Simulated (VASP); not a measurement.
# AlCu3 (P6_3/mmc) in VASP: single point with r2SCAN

Aim: the single point of AlCu3 with r2SCAN.

Everything below comes from runs of VASP 6.6.1. Logs are shortened: lines on timing, memory, paths and dates and some standing lists are left out, and cuts for length are marked.

## (1) The cell of the first run

It takes space group P6_3/mmc (No. 194, hexagonal). Conventional cell: a = 4.947 Å, b = 4.947 Å, c = 4.021 Å, α = 90.00°, β = 90.00°, γ = 120.00°. Within 3.3 Å of Al (site symmetry -6m2) lie 12 Cu at 2.47 Å. Within 3.2 Å of Cu (site symmetry mm2) lie 8 Cu at 2.46 to 2.49 Å and 4 Al at 2.47 Å.

## (2) Single point, r2SCAN

File POSCAR:

```
AlCu3
1.0
    4.9469655586      0.0000000000      0.0000000000
   -2.4734827793      4.2841978454      0.0000000000
    0.0000000000      0.0000000000      4.0211212909
Al Cu
2 6
Direct
    0.6666666667      0.3333333333      0.2500000000
    0.3333333333      0.6666666667      0.7500000000
    0.3313995762      0.1656997881      0.7500000000
    0.8343002119      0.1656997881      0.7500000000
    0.8343002119      0.6686004238      0.7500000000
    0.6686004238      0.8343002119      0.2500000000
    0.1656997881      0.8343002119      0.2500000000
    0.1656997881      0.3313995762      0.2500000000
```

File INCAR.step1:

```
PREC = Accurate
ENCUT = 520
ISMEAR = 0
SIGMA = 0.1
LREAL = False
LASPH = True
NELM = 100
NBANDS = 46
GGA = PE
ALGO = Normal
EDIFF = 1E-4
LWAVE = True
LCHARG = False
```

File INCAR.step2:

```
PREC = Accurate
ENCUT = 520
EDIFF = 1E-6
ISMEAR = 0
SIGMA = 0.1
LREAL = False
LASPH = True
NELM = 100
ALGO = Normal
ISIF = 2
LWAVE = False
LCHARG = False
METAGGA = R2SCAN
LMIXTAU = True
NBANDS = 46
ISTART = 1
```

File KPOINTS:

```
Automatic mesh
0
Gamma
  12 12 8
```

Potentials or basis: VASP PAW PBE potentials, release 64 (Al, Cu).

Started as:

```sh
cat potpaw_PBE.64/Al/POTCAR potpaw_PBE.64/Cu/POTCAR > POTCAR
cp INCAR.step1 INCAR
mpirun -np 1 vasp_std > vasp.out
cp INCAR.step2 INCAR
mpirun -np 1 vasp_std > vasp.out
```

OUTCAR:

```text
PREC = Accurate
   ENCUT = 520
   EDIFF = 1E-6
   ISMEAR = 0
   LREAL = False
   LASPH = True
   NELM = 100
   ISIF = 2
   METAGGA = R2SCAN
   ISTART = 1

 ion  position               nearest neighbor table
   1  0.667  0.333  0.250-   4 2.47   4 2.47   3 2.47   3 2.47   5 2.47   5 2.47   8 2.47   6 2.47
                             7 2.47   7 2.47   8 2.47   6 2.47
   2  0.333  0.667  0.750-   7 2.47   7 2.47   6 2.47   6 2.47   8 2.47   8 2.47   5 2.47   3 2.47
                             4 2.47   4 2.47   5 2.47   3 2.47
   3  0.331  0.166  0.750-   4 2.46   5 2.46   8 2.46   8 2.46   7 2.46   7 2.46   1 2.47   1 2.47
                             2 2.47   2 2.47   4 2.49   5 2.49
   4  0.834  0.166  0.750-   3 2.46   5 2.46   8 2.46   8 2.46   6 2.46   6 2.46   1 2.47   1 2.47
                             2 2.47   2 2.47   3 2.49   5 2.49
   5  0.834  0.669  0.750-   3 2.46   4 2.46   6 2.46   7 2.46   6 2.46   7 2.46   1 2.47   1 2.47
                             2 2.47   2 2.47   4 2.49   3 2.49
   6  0.669  0.834  0.250-   7 2.46   8 2.46   5 2.46   5 2.46   4 2.46   4 2.46   2 2.47   2 2.47
                             1 2.47   1 2.47   7 2.49   8 2.49
   7  0.166  0.834  0.250-   6 2.46   8 2.46   5 2.46   5 2.46   3 2.46   3 2.46   2 2.47   2 2.47
                             1 2.47   1 2.47   6 2.49   8 2.49
   8  0.166  0.331  0.250-   6 2.46   7 2.46   3 2.46   4 2.46   3 2.46   4 2.46   2 2.47   2 2.47
                             1 2.47   1 2.47   7 2.49   6 2.49

  LATTYP: Found a hexagonal cell.
 ALAT       =     4.9469655586
 C/A-ratio  =     0.8128460252

  Lattice vectors:

 A1 = (   4.9469655586,   0.0000000000,   0.0000000000)
 A2 = (  -2.4734827793,   4.2841978454,   0.0000000000)
 A3 = (   0.0000000000,   0.0000000000,   4.0211212909)

Analysis of symmetry for initial positions (statically):
=====================================================================
 Subroutine PRICEL returns:
 Original cell was already a primitive cell.

 Routine SETGRP: Setting up the symmetry group for a
 hexagonal supercell.

 Subroutine GETGRP returns: Found 24 space group operations
 (whereof 12 operations were pure point group operations)
 out of a pool of 24 trial point group operations.

The static configuration has the point symmetry D_3d.
 The point group associated with its full space group is D_6h.

Analysis of symmetry for dynamics (positions and initial velocities):
=====================================================================
 Subroutine PRICEL returns:
 Original cell was already a primitive cell.

 Routine SETGRP: Setting up the symmetry group for a
 hexagonal supercell.

 Subroutine GETGRP returns: Found 24 space group operations
 (whereof 12 operations were pure point group operations)
 out of a pool of 24 trial point group operations.

The dynamic configuration has the point symmetry D_3d.
 The point group associated with its full space group is D_6h.

 Subroutine INISYM returns: Found 24 space group operations
 (whereof 12 operations are pure point group operations),
 and found     1 'primitive' translations

----------------------------------------------------------------------------------------

                                     Primitive cell

  volume of cell :      85.2228

  direct lattice vectors                    reciprocal lattice vectors
     4.946965559  0.000000000  0.000000000     0.202144120  0.116707962  0.000000000
    -2.473482779  4.284197845  0.000000000     0.000000000  0.233415924  0.000000000
     0.000000000  0.000000000  4.021121291     0.000000000  0.000000000  0.248686853

  length of vectors
     4.946965559  4.946965559  4.021121291     0.233415924  0.233415924  0.248686853

  position of ions in fractional coordinates (direct lattice)
     0.666666667  0.333333333  0.250000000
     0.333333333  0.666666667  0.750000000
     0.331399576  0.165699788  0.750000000
     0.834300212  0.165699788  0.750000000
     0.834300212  0.668600424  0.750000000
     0.668600424  0.834300212  0.250000000
     0.165699788  0.834300212  0.250000000
     0.165699788  0.331399576  0.250000000

  ion indices of the primitive-cell ions
   primitive index   ion index
                 1           1
                 2           2
                 3           3
                 4           4
                 5           5
                 6           6
                 7           7
                 8           8

----------------------------------------------------------------------------------------

 KPOINTS: Automatic mesh

Automatic generation of k-mesh.
 Grid dimensions read from file:
 generate k-points for:   12   12    8

 Generating k-lattice:

  Cartesian coordinates                     Fractional coordinates (reciprocal lattice)
     0.016845343  0.009725664  0.000000000     0.083333333  0.000000000  0.000000000
     0.000000000  0.019451327  0.000000000     0.000000000  0.083333333  0.000000000
     0.000000000  0.000000000  0.031085857     0.000000000  0.000000000  0.125000000

  Length of vectors
     0.019451327  0.019451327  0.031085857

  Shift w.r.t. Gamma in fractional coordinates (k-lattice)
     0.000000000  0.000000000  0.000000000

 Subroutine IBZKPT returns following result:
 ===========================================

 Found     95 irreducible k-points:

 Following reciprocal coordinates:
            Coordinates               Weight
  0.000000  0.000000  0.000000      1.000000
  0.083333  0.000000  0.000000      6.000000
  0.166667  0.000000  0.000000      6.000000
  0.250000  0.000000  0.000000      6.000000
  0.333333  0.000000  0.000000      6.000000
  0.416667  0.000000  0.000000      6.000000
[... 16 lines left out ...]
  0.250000  0.000000  0.125000     12.000000
  0.333333  0.000000  0.125000     12.000000
 [... further k-points ...]
   k-points           NKPTS =     95   k-points in BZ     NKDIM =     95   number of bands    NBANDS=     46
   number of dos      NEDOS =    301   number of ions     NIONS =      8
   total plane-waves  NPLWV =  48000
   dimension x,y,z NGX =    40 NGY =   40 NGZ =   30
   dimension x,y,z NGXF=    80 NGYF=   80 NGZF=   60
   ions per type =               2   6
   NGX,Y,Z   is equivalent  to a cutoff of  13.44, 13.44, 12.40 a.u.
   NGXF,Y,Z  is equivalent  to a cutoff of  26.88, 26.88, 24.81 a.u.
 SYSTEM =  unknown system
   PREC   = accura    normal or accurate (medium, high low for compatibility)
   ISTART =      1    job   : 0-new  1-cont  2-samecut
   ICHARG =      0    charge: 1-file 2-atom 10-const
   ISPIN  =      1    spin polarized calculation?
   LNONCOLLINEAR =      F non collinear calculations
   LSORBIT =      F    spin-orbit coupling
   LASPH  =      T    aspherical Exc in radial PAW
   ENCUT  =  520.0 eV  38.22 Ry    6.18 a.u.   9.20  9.20  7.48*2*pi/ulx,y,z
   NELM   =    100;   NELMIN=  2; NELMDL=  0     # of ELM steps
   EDIFF  = 0.1E-05   stopping-criterion for ELM
   LREAL  =      F    real-space projection
   EDIFFG = 0.1E-04   stopping-criterion for IOM
   NSW    =      0    number of steps for IOM
   IBRION =     -1    ionic relax: 0-MD 1-quasi-New 2-CG
   NFREE  =      0    steps in history (QN), initial steepest desc. (CG)
   ISIF   =      2    stress and relaxation
   ISYM   =      2    0-nonsym 1-usesym 2-fastsym
   POTIM  = 0.5000    time-step for ionic-motion
   TEBEG  =    0.0;   TEEND  =   0.0 temperature during run
   PSTRESS=    0.0 pullay stress
   NELECT =      72.0000    total number of electrons
   NUPDOWN=      -1.0000    fix difference up-down
   EMIN   =  10.00;   EMAX   =-10.00  energy-range for DOS
   EFERMI =   0.00;   METHOD = LEGACY
   ISMEAR =     0;   SIGMA  =   0.10  broadening in eV -4-tet -1-fermi 0-gaus
   EFERMI_NEDOS =   21; number of points for ismear=-14 and -15
   IALGO  =     38    algorithm
   IMIX   =      4    mixing-type and parameters
     AMIX     =   0.40;   BMIX     =  1.00
     AMIX_MAG =   1.60;   BMIX_MAG =  1.00
  volume/ion in A,a.u.               =      10.65        71.89
  Fermi-wavevector in a.u.,A,eV,Ry     =   1.547630  2.924597 32.588111  2.395159
  Thomas-Fermi vector in A             =   2.652696
   LORBIT       =      0    0 simple, 1 ext, 2 COOP (PROOUT), +10 PAW based schemes
   METAGGA = R2SCAN    functional components
   LHFCALC =     F    Hartree Fock is set to
   AEXX    =    0.0000 exact exchange contribution
   IVDW    =     0    specifies the selected vdW correction
   LEPSILON=     F    determine dielectric tensor
   LRPA    =     F    only Hartree local field effects (RPA)
 non-spin polarized calculation
 Gauss-broadening in eV      SIGMA  =   0.10
  energy-cutoff  :      520.00
  volume of cell :       85.22
 maximum number of plane-waves:      2318
 NGX is ok and might be reduce to    40
   NGX = 19   NGY = 19   NGZ = 15

 number of electron      72.0000043 magnetization

 Free energy of the ion-electron system (eV)
  ---------------------------------------------------
  ext. energy  EPLUGINS =         0.00000000
  ---------------------------------------------------
  free energy    TOTEN  =       -79.21821159 eV

  energy without entropy =      -79.20477389  energy(sigma->0) =      -79.21149274

 E-fermi :  10.2382     XC(G=0): -14.1044

 val. band max:       10.2224554363   @ k =   0.4167   0.0000   0.3750
 cond. band min:      10.2416807719   @ k =   0.4167   0.1667   0.2500
 fundamental gap:      0.0192253356
 Fermi energy:        10.2382281162

 k-point     1 :       0.0000    0.0000    0.0000
  band No.  band energies     occupation
      1      -1.9929      2.00000
      2       2.9464      2.00000
      3       4.1768      2.00000
      4       4.1768      2.00000
      5       4.2376      2.00000
      6       4.2641      2.00000
[... 38 lines left out ...]
     45      17.9787      0.00000
     46      17.9788      0.00000
[... 1086 lines left out ...]
      6       4.5712      2.00000
[... 38 lines left out ...]
     45      17.6335      0.00000
     46      18.0103      0.00000

 [... further k-points ...]

------------------------ aborting loop because EDIFF is reached ----------------------------------------

  FORCE on cell =-STRESS in cart. coord.  units (eV):
  Direction    XX          YY          ZZ          XY          YZ          ZX
  --------------------------------------------------------------------------------------
  -------------------------------------------------------------------------------------
  Total       13.4113109     13.4113109     13.3749774      0.0000000      0.0000000      0.0000000
  in kB      252.1309931    252.1309931    251.4479284      0.0000000      0.0000000      0.0000000
  external PRESSURE =     251.9033049 kB  Pullay stress =       0.0000000 kB

 VOLUME and BASIS-vectors are now :
 -----------------------------------------------------------------------------
  energy-cutoff  :      520.00
  volume of cell :       85.22
      direct lattice vectors                 reciprocal lattice vectors
     4.946965559  0.000000000  0.000000000     0.202144120  0.116707962  0.000000000
    -2.473482779  4.284197845  0.000000000     0.000000000  0.233415924  0.000000000
     0.000000000  0.000000000  4.021121291     0.000000000  0.000000000  0.248686853

 POSITION                                       TOTAL-FORCE (eV/Angst)
 -----------------------------------------------------------------------------------
      2.47348      1.42807      1.00528        -0.000000      0.000000      0.000000
     -0.00000      2.85613      3.01584         0.000000      0.000000      0.000000
      1.22957      0.70989      3.01584         0.006640      0.003834     -0.000000
      3.71740      0.70989      3.01584        -0.006640      0.003834     -0.000000
      2.47348      2.86442      3.01584         0.000000     -0.007667     -0.000000
      1.24392      3.57431      1.00528        -0.006640     -0.003834      0.000000
     -1.24392      3.57431      1.00528         0.006640     -0.003834      0.000000
      0.00000      1.41978      1.00528        -0.000000      0.007667      0.000000
 -----------------------------------------------------------------------------------
    total drift:                                0.000000     -0.000000      0.000000

  FREE ENERGIE OF THE ION-ELECTRON SYSTEM (eV)
  ---------------------------------------------------
  free  energy   TOTEN  =       -79.2182115945 eV

  energy  without entropy=      -79.2047738892  energy(sigma->0) =      -79.21149274
```

Run time: 35 min. Hardware: 1 thread of Intel Xeon 8259CL, shared host; peak memory 0.41 GiB.

Results:

```yaml
Free_energy: -79.2182 eV
Pressure: 25.2 GPa
Largest_force: 0.008 eV/Å
Band_gap_on_the_k_mesh: zero (bands 36 and 37 overlap by 3.09 eV)
```

Forces in eV/Å, atoms in the order of the input:
```
Al   0.000  0.000  0.000
Al   0.000  0.000  0.000
Cu   0.007  0.004  0.000
Cu  -0.007  0.004  0.000
Cu   0.000 -0.008  0.000
Cu  -0.007 -0.004  0.000
Cu   0.007 -0.004  0.000
Cu   0.000  0.008  0.000
```

Caveat: the cell stands under pressure; the PAW data sets were made with another functional, which shifts forces and pressure a little.
